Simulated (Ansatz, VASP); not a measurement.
**One calculation of BeS, two programs**

```
Be S
1.0
     0.00000    2.43793    2.43793
     2.43793    0.00000    2.43793
     2.43793    2.43793    0.00000
Be S
1 1
Direct
  0.00000 0.00000 0.00000
  0.75000 0.75000 0.75000
```

Alike in both runs: task single point; functional PBE; k mesh 10 × 10 × 10; occupations gaussian, width 0.05 eV; no spin polarisation.

|  | VASP | Ansatz |
| --- | --- | --- |
| version | VASP 6.6.1 | Ansatz 0.2.0 |
| potentials or method | VASP PAW PBE potentials, release 64 (Be, S), cutoff 600 eV | scalar-relativistic, plane waves, PAW |
| valence electrons in the cell | 8 | 8 |

Ansatz gave:

```
gap on the k mesh at the Fermi level (eV) : 3.14
least direct gap on the mesh (eV)         : 5.66
pressure (GPa)                            : 0.0
```

Which values does VASP return?

gap on the k mesh at the Fermi level (eV): 3.15; least direct gap on the mesh (eV): 5.68; pressure (GPa): 0.1.

With one functional, cell and mesh, what is left measures potentials, basis and numerics.
